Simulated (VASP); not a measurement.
Zn:

```
CELL_PARAMETERS angstrom
2.78508 0.00000 0.00000
-1.39254 2.41195 0.00000
0.00000 0.00000 4.51182
ATOMIC_POSITIONS crystal
Zn 0.33333 0.66667 0.25000
Zn 0.66667 0.33333 0.75000
```

- Program: VASP 6.6.1
- Task: relaxation of cell and atoms
- Functional: PBE
- Potentials or basis: VASP PAW PBE potentials, release 64 (Zn)
- Cutoff: 600 eV
- k mesh: 17 × 17 × 9
- Occupations: fermi-dirac, width 0.05 eV
- Spin: no spin polarisation

At the start: pressure -0.6 GPa; volume 15.15 Å³/atom.

Problem. Where does the relaxation end?

Solution. Over 16 steps the energy falls by 10.1 meV/atom and the volume is 15.04 Å³/atom (-0.8 %); space group P6_3/mmc (No. 194, to 0.1 Å) before and after.

The path:
| step | energy change (eV) | largest force (eV/Å) | pressure (GPa) | volume (Å³) |
| --- | --- | --- | --- | --- |
| 1 | 0.0000 | 0.0000 | -0.60 | 30.31 |
| 2 | -0.0034 | 0.0000 | -0.04 | 30.06 |
| 3 | -0.0060 | 0.0000 | 0.69 | 29.75 |
| 4 | -0.0074 | 0.0000 | 2.33 | 29.13 |
| 5 | -0.0077 | 0.0000 | 1.63 | 29.38 |
| 6 | -0.0095 | 0.0000 | 1.61 | 29.39 |
| 7 | -0.0136 | 0.0000 | 1.59 | 29.42 |
| 8 | -0.0169 | 0.0000 | 1.70 | 29.45 |
| 9 | -0.0170 | 0.0000 | 1.63 | 29.44 |
| 10 | -0.0171 | 0.0000 | 1.65 | 29.44 |
| 11 | -0.0194 | 0.0000 | 0.86 | 29.74 |
| 12 | -0.0203 | 0.0000 | -0.13 | 30.14 |
| 13 | -0.0203 | 0.0000 | -0.01 | 30.08 |
| 14 | -0.0203 | 0.0000 | 0.01 | 30.07 |
| 15 | -0.0203 | 0.0000 | 0.03 | 30.07 |
| 16 | -0.0203 | 0.0000 | -0.02 | 30.07 |

Final structure:
```xyz
2
Lattice="2.6928 0.0000 0.0000 -1.3464 2.3320 0.0000 0.0000 0.0000 4.7891" Properties=species:S:1:pos:R:3 pbc="T T T"
Zn    0.0000    1.5547    1.1973
Zn    1.3464    0.7773    3.5918
```
